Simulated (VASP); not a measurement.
# GaP (F-43m) in VASP: further runs

GaP is run at these levels: revPBE, BLYP+D3(BJ), PBE; tasks: relaxation of cell and atoms, single point.

Program: VASP 6.6.1. These are calculated values, not measurements. Logs are shortened: lines on timing, memory, paths and dates and some standing lists are left out, and cuts for length are marked.

**What was measured.**

From “Stacking defects in GaP nanowires: Electronic structure and optical properties”, 2018, arxiv:1810.01194, for a bulk crystal of GaP at 10 K: band gap 2.34 eV (indirect).

How close the calculation comes is told below.

**1. The cell of the first run**

It takes space group F-43m (No. 216, cubic). Conventional cell: a = 5.451 Å, b = 5.451 Å, c = 5.451 Å, α = 90.00°, β = 90.00°, γ = 90.00°. Ga (site symmetry -43m) has 4 P at 2.36 Å within 3.1 Å. Within 3.1 Å of P (site symmetry -43m) lie 4 Ga at 2.36 Å.

**2. Relaxation of cell and atoms, revPBE**

The input, INCAR:

```
PREC = Accurate
ENCUT = 600
EDIFF = 1E-6
ISMEAR = -1
SIGMA = 0.05
LREAL = F
LASPH = T
NELM = 60
ALGO = Normal
ISIF = 3
LWAVE = F
LCHARG = F
GGA = RE
IBRION = 2
NSW = 60
EDIFFG = -0.01
```

The input, KPOINTS:

```
Automatic mesh
0
Gamma
  8 8 8
```

The input, POSCAR:

```
GaP
1.0
    0.0000000000      2.7252500000      2.7252500000
    2.7252500000      0.0000000000      2.7252500000
    2.7252500000      2.7252500000      0.0000000000
Ga P
1 1
Direct
    0.0000000000      0.0000000000      0.0000000000
    0.7500000000      0.7500000000      0.7500000000
```

Potentials or basis: VASP PAW PBE potentials, release 64 (Ga_d, P).

Command:

```bash
> cat potpaw_PBE.64/Ga_d/POTCAR potpaw_PBE.64/P/POTCAR > POTCAR
> mpirun -np 1 vasp_std > vasp.out
```

OUTCAR:

```text
PREC = Accurate
   ENCUT = 600
   EDIFF = 1E-6
   ISMEAR = -1
   LREAL = F
   LASPH = T
   NELM = 60
   ISIF = 3
   GGA = RE
   IBRION = 2
   NSW = 60
   EDIFFG = -0.01

 ion  position               nearest neighbor table
   1  0.000  0.000  0.000-   2 2.36   2 2.36   2 2.36   2 2.36
   2  0.750  0.750  0.750-   1 2.36   1 2.36   1 2.36   1 2.36

  LATTYP: Found a face centered cubic cell.
 ALAT       =     5.4505000000

  Lattice vectors:

 A1 = (   0.0000000000,   2.7252500000,   2.7252500000)
 A2 = (   2.7252500000,   0.0000000000,   2.7252500000)
 A3 = (   2.7252500000,   2.7252500000,   0.0000000000)

Analysis of symmetry for initial positions (statically):
[... 5 lines left out ...]
 face centered cubic supercell.

 Subroutine GETGRP returns: Found 24 space group operations
 (whereof 24 operations were pure point group operations)
 out of a pool of 48 trial point group operations.

The static configuration has the point symmetry T_d .

Analysis of symmetry for dynamics (positions and initial velocities):
[... 5 lines left out ...]
 face centered cubic supercell.

 Subroutine GETGRP returns: Found 24 space group operations
 (whereof 24 operations were pure point group operations)
 out of a pool of 48 trial point group operations.

The dynamic configuration has the point symmetry T_d .

 Subroutine INISYM returns: Found 24 space group operations
 (whereof 24 operations are pure point group operations),
 and found     1 'primitive' translations

----------------------------------------------------------------------------------------

                                     Primitive cell

  volume of cell :      40.4808

  direct lattice vectors                    reciprocal lattice vectors
     0.000000000  2.725250000  2.725250000    -0.183469406  0.183469406  0.183469406
     2.725250000  0.000000000  2.725250000     0.183469406 -0.183469406  0.183469406
     2.725250000  2.725250000  0.000000000     0.183469406  0.183469406 -0.183469406

  length of vectors
     3.854085511  3.854085511  3.854085511     0.317778334  0.317778334  0.317778334

  position of ions in fractional coordinates (direct lattice)
     0.000000000  0.000000000  0.000000000
     0.750000000  0.750000000  0.750000000

  ion indices of the primitive-cell ions
   primitive index   ion index
                 1           1
                 2           2

----------------------------------------------------------------------------------------

 KPOINTS: Automatic mesh

Automatic generation of k-mesh.
 Grid dimensions read from file:
 generate k-points for:    8    8    8
[... 79 lines left out ...]
   ISMEAR =    -1;   SIGMA  =   0.05  broadening in eV -4-tet -1-fermi 0-gaus
   EFERMI_NEDOS =   21; number of points for ismear=-14 and -15
   IALGO  =     38    algorithm
   IMIX   =      4    mixing-type and parameters
     AMIX     =   0.40;   BMIX     =  1.00
     AMIX_MAG =   1.60;   BMIX_MAG =  1.00
  volume/ion in A,a.u.               =      20.24       136.59
  Fermi-wavevector in a.u.,A,eV,Ry     =   1.249538  2.361284 21.243377  1.561344
  Thomas-Fermi vector in A             =   2.383574
   LORBIT       =      0    0 simple, 1 ext, 2 COOP (PROOUT), +10 PAW based schemes
   GGA     = RE    functional components
   LHFCALC =     F    Hartree Fock is set to
   AEXX    =    0.0000 exact exchange contribution
   IVDW    =     0    specifies the selected vdW correction
   LEPSILON=     F    determine dielectric tensor
   LRPA    =     F    only Hartree local field effects (RPA)
 conjugate gradient relaxation of ions
 non-spin polarized calculation
  energy-cutoff  :      600.00
  volume of cell :       40.48
 maximum number of plane-waves:      1365
   NGX = 15   NGY = 15   NGZ = 15

--------------------------------------- Ionic step        1  -------------------------------------------

 number of electron      18.0000003 magnetization

 Free energy of the ion-electron system (eV)
  ---------------------------------------------------
  ext. energy  EPLUGINS =         0.00000000
  ---------------------------------------------------
  free energy    TOTEN  =        -8.52926367 eV

  energy without entropy =       -8.52926367  energy(sigma->0) =       -8.52926367

------------------------ aborting loop because EDIFF is reached ----------------------------------------

  FORCE on cell =-STRESS in cart. coord.  units (eV):
  Direction    XX          YY          ZZ          XY          YZ          ZX
  --------------------------------------------------------------------------------------
  -------------------------------------------------------------------------------------
  Total        0.9798297      0.9798297      0.9798297     -0.0000000      0.0000000     -0.0000000
  in kB       38.7803889     38.7803889     38.7803889     -0.0000000      0.0000000     -0.0000000
  external PRESSURE =      38.7803889 kB  Pullay stress =       0.0000000 kB
[... 59 lines left out ...]
--------------------------------------- Ionic step        3  -------------------------------------------

 number of electron      17.9999991 magnetization

 Free energy of the ion-electron system (eV)
  ---------------------------------------------------
  ext. energy  EPLUGINS =         0.00000000
  ---------------------------------------------------
  free energy    TOTEN  =        -8.55296228 eV

  energy without entropy =       -8.55296227  energy(sigma->0) =       -8.55296227

 E-fermi :   5.0072     XC(G=0):  -9.4812

 val. band max:        4.2341785548   @ k =   0.0000   0.0000   0.0000
 cond. band min:       5.7573415225   @ k =   0.0000   0.0000   0.0000
 fundamental gap:      1.5231629677
 Fermi energy:         5.0072122942

 k-point     1 :       0.0000    0.0000    0.0000
  band No.  band energies     occupation
      1     -10.2368      2.00000
      2     -10.2368      2.00000
      3     -10.2368      2.00000
      4     -10.1513      2.00000
      5     -10.1513      2.00000
      6      -7.8772      2.00000
      7       4.2342      2.00000
      8       4.2342      2.00000
      9       4.2342      2.00000
     10       5.7573      0.00000
     11       8.1542      0.00000
     12       8.1542      0.00000
     13       8.1542      0.00000
[... 354 lines left out ...]
  band No.  band energies     occupation
      1     -10.3097      2.00000
      2     -10.2103      2.00000
      3     -10.2003      2.00000
      4     -10.1552      2.00000
      5     -10.1450      2.00000
      6      -5.5987      2.00000
      7      -1.9183      2.00000
      8       1.2406      2.00000
      9       2.4394      2.00000
     10       7.5908      0.00000
     11       8.6179      0.00000
     12      10.5802      0.00000
     13      12.0647      0.00000

 [... further k-points ...]
[... 5 lines left out ...]
  --------------------------------------------------------------------------------------
  -------------------------------------------------------------------------------------
  Total       -0.0040442     -0.0040442     -0.0040442      0.0000000      0.0000000     -0.0000000
  in kB       -0.1524162     -0.1524162     -0.1524162      0.0000000      0.0000000     -0.0000000
  external PRESSURE =      -0.1524162 kB  Pullay stress =       0.0000000 kB
[... 17 lines left out ...]
  FREE ENERGIE OF THE ION-ELECTRON SYSTEM (eV)
  ---------------------------------------------------
  free  energy   TOTEN  =        -8.5529622760 eV

  energy  without entropy=       -8.5529622717  energy(sigma->0) =       -8.55296227

 reached required accuracy - stopping structural energy minimisation
```

OSZICAR:

```text
N       E                     dE             d eps       ncg     rms          rms(c)
DAV:   1     0.865753314360E+02    0.86575E+02   -0.99068E+03   770   0.213E+03
DAV:   2    -0.191927219578E+01   -0.88495E+02   -0.85508E+02   809   0.355E+02
DAV:   3    -0.865151354406E+01   -0.67322E+01   -0.66969E+01   964   0.784E+01
[... 24 lines left out ...]
DAV:   3    -0.855429758287E+01    0.13089E-01   -0.15892E-02   999   0.264E+00    0.169E-01
DAV:   4    -0.855316494053E+01    0.11326E-02   -0.15471E-03   829   0.571E-01    0.716E-02
DAV:   5    -0.855296260678E+01    0.20233E-03   -0.14079E-04  1009   0.181E-01    0.209E-02
DAV:   6    -0.855296148338E+01    0.11234E-05   -0.79850E-06  1046   0.366E-02    0.994E-03
DAV:   7    -0.855296227596E+01   -0.79258E-06   -0.97177E-07   612   0.118E-02
   3 F= -.85529623E+01 E0= -.85529623E+01  d E =-.236986E-01
```

CONTCAR:

```text
GaP
   1.00000000000000
     0.0000000000000000    2.7701016358933863    2.7701016358933863
     2.7701016358933863    0.0000000000000000    2.7701016358933863
     2.7701016358933863    2.7701016358933863    0.0000000000000000
  Ga              P
     1     1
Direct
     0.0000000000000000    0.0000000000000000    0.0000000000000000
     0.7500000000000000    0.7500000000000000    0.7500000000000000

  0.00000000E+00  0.00000000E+00  0.00000000E+00
  0.00000000E+00  0.00000000E+00  0.00000000E+00
```

Run time: 18 s. Hardware: 1 thread of Intel Xeon 6975P-C (Granite Rapids), shared host; peak memory 0.19 GiB.

What came out:

- Free energy: -8.5530 eV
- Relaxed volume: 21.26 Å³/atom
- Relaxed cell: a = 3.918 Å, b = 3.918 Å, c = 3.918 Å, α = 60.00°, β = 60.00°, γ = 60.00°
- Space group after relaxing (to 0.05 Å): F-43m (No. 216)
- Energy gained by relaxing: 11.8 meV/atom
- Ionic steps: 3
- Pressure after relaxing: 0.0 GPa
- Band gap on the k mesh: 1.52 eV, direct

Step by step:
```csv
step,energy change (eV),largest force (eV/Å),pressure (GPa),volume (Å³)
1,0.0000,0.0000,3.88,40.48
2,-0.0194,0.0000,-1.40,43.42
3,-0.0237,0.0000,-0.02,42.51
```

Final structure:
```
Ga P
1.0
     0.00000    2.77010    2.77010
     2.77010    0.00000    2.77010
     2.77010    2.77010    0.00000
Ga P
1 1
Direct
  0.00000 0.00000 0.00000
  0.75000 0.75000 0.75000
```

Levels at points of the mesh, in eV from the valence-band top:
| k point | band 5 | band 6 | band 7 | band 8 | band 9 | band 10 | band 11 | band 12 | band 13 |
| --- | --- | --- | --- | --- | --- | --- | --- | --- | --- |
| (0.00, 0.00, 0.00) | -14.39 | -12.11 | 0.00 | 0.00 | 0.00 | 1.52 | 3.92 | 3.92 | 3.92 |
| (0.50, 0.00, 0.00) | -14.38 | -10.21 | -6.32 | -1.04 | -1.04 | 1.60 | 4.75 | 4.75 | 8.31 |
| (0.50, 0.50, 0.00) | -14.37 | -9.38 | -6.49 | -2.51 | -2.51 | 1.83 | 1.92 | 10.27 | 10.27 |

Caveat: the PAW data sets were made with another functional, which shifts forces and pressure a little. revPBE gaps usually lie below the measured ones, often by a third to a half.

**3. Relaxation of cell and atoms, BLYP+D3(BJ)**

The input, INCAR:

```
SYSTEM = GaP
PREC = Accurate ; ENCUT = 600
EDIFF = 1E-7 ; ISMEAR = -1
SIGMA = 0.05 ; LREAL = .False.
LASPH = .True. ; NELM = 80
ALGO = Normal ; ISIF = 3
LWAVE = .False. ; LCHARG = .False.
GGA = B5 ; ALDAX = 1.0
AGGAX = 1.0 ; AGGAC = 1.0
ALDAC = 0.0 ; IVDW = 12
VDW_S6 = 1.0 ; VDW_S8 = 2.6996
VDW_A1 = 0.4298 ; VDW_A2 = 4.2359
IBRION = 2 ; NSW = 60
EDIFFG = -0.01
```

The input, KPOINTS:

```
regular mesh
0
Gamma
  8 8 8
  0 0 0
```

POSCAR is that of step 2.

Potentials or basis: VASP PAW PBE potentials, release 64 (Ga_d, P).

Command:

```bash
> cat potpaw_PBE.64/Ga_d/POTCAR potpaw_PBE.64/P/POTCAR > POTCAR
> mpirun -np 1 vasp_std > vasp.out
```

It took 27 s on 1 thread of Intel Xeon 6975P-C (Granite Rapids), shared host; peak memory 0.19 GiB.

It converged, with:

* Free energy: -9.1656 eV
* Relaxed volume: 20.29 Å³/atom
* Relaxed cell: a = 3.857 Å, b = 3.857 Å, c = 3.857 Å, α = 60.00°, β = 60.00°, γ = 60.00°
* Space group after relaxing (to 0.05 Å): F-43m (No. 216)
* Energy gained by relaxing: 0.0 meV/atom
* Ionic steps: 2
* Pressure after relaxing: -0.1 GPa
* Band gap on the k mesh: 1.67 eV, indirect (least direct gap 1.71 eV)
* Dispersion energy per atom: -0.707 eV

Final structure:
```yaml
crystal:
  lattice:
    - [0.00000, 2.72734, 2.72734]
    - [2.72734, 0.00000, 2.72734]
    - [2.72734, 2.72734, 0.00000]
  atoms:
    - { symbol: Ga, position: [0.00000, 0.00000, 0.00000] }
    - { symbol: P, position: [0.75000, 0.75000, 0.75000] }
```

Levels at points of the mesh, in eV from the valence-band top:
```
           k point  band 5  band 6  band 7  band 8  band 9  band 10  band 11  band 12  band 13
(0.00, 0.00, 0.00)  -14.52  -12.45    0.00    0.00    0.00     1.71     3.94     3.94     3.94
(0.50, 0.00, 0.00)  -14.51  -10.42   -6.58   -1.10   -1.10     1.67     4.82     4.82     8.50
(0.50, 0.50, 0.00)  -14.50   -9.53   -6.75   -2.64   -2.64     1.83     1.94    10.55    10.55
```

Caveat: the PAW data sets were made with another functional, which shifts forces and pressure a little.

**4. Single point, PBE**

The input, INCAR:

```
  ALGO = Normal
  EDIFF = 1E-6
  ENCUT = 520
  GGA = PE
  ISIF = 2
  ISMEAR = -1
  LASPH = T
  LCHARG = F
  LREAL = F
  LWAVE = F
  NBANDS = 16
  NELM = 80
  PREC = Accurate
  SIGMA = 0.05
```

The input, KPOINTS:

```
k-points
0
Gamma
  15 15 15
```

POSCAR is that of step 3.

Command:

```bash
> cat potpaw_PBE.64/Ga_d/POTCAR potpaw_PBE.64/P/POTCAR > POTCAR
> mpirun -np 1 vasp_std > vasp.out
```

Run time: 35 s. Hardware: 1 thread of Intel Xeon 6975P-C (Granite Rapids), shared host; peak memory 0.21 GiB.

Results (log left out):

* Free energy: -9.1186 eV
* Pressure: 2.4 GPa
* Band gap on the k mesh: 1.60 eV, indirect (least direct gap 1.83 eV)

Levels at points of the mesh, in eV from the valence-band top:
```csv
k point,band 7,band 8,band 9,band 10,band 11,band 12
"(0.00, 0.00, 0.00)",0.00,0.00,0.00,1.83,3.89,3.89
```

**5. Overview**

| task | level | cell | k mesh | cutoff (eV) | gap on the mesh (eV) | pressure (GPa) | relaxed volume (Å³/atom) |
| --- | --- | --- | --- | --- | --- | --- | --- |
| relaxation of cell and atoms | revPBE | relaxed | 8 × 8 × 8 | 600 | 1.52 | 0.0 | 21.26 |
| relaxation of cell and atoms | BLYP+D3(BJ) | relaxed | 8 × 8 × 8 | 600 | 1.67 | -0.1 | 20.29 |
| single point | PBE | as given | 15 × 15 × 15 | 520 | 1.60 | 2.4 | - |

Alike in all rows: potentials or basis VASP PAW PBE potentials, release 64 (Ga_d, P); no spin polarisation; smearing fermi-dirac 0.05 eV.

Caveats: the PAW data sets were made with another functional, which shifts forces and pressure a little (some runs).

Absolute energies hang on the potentials; compare differences alone.

**6. How close it comes**

Step 4. Against the measured gap of GaP, 2.34 eV (indirect; 10 K; quoted in “Stacking defects in GaP nanowires: Electronic structure and optical properties”, 2018, arxiv:1810.01194), the calculated 1.60 eV is off by -0.73 eV. Spin-orbit coupling on Ga is left out. The value is that of PBE on a finite k mesh, which can miss the band edges, without temperature or zero-point motion. Semilocal functionals fall short of measured gaps as a rule.
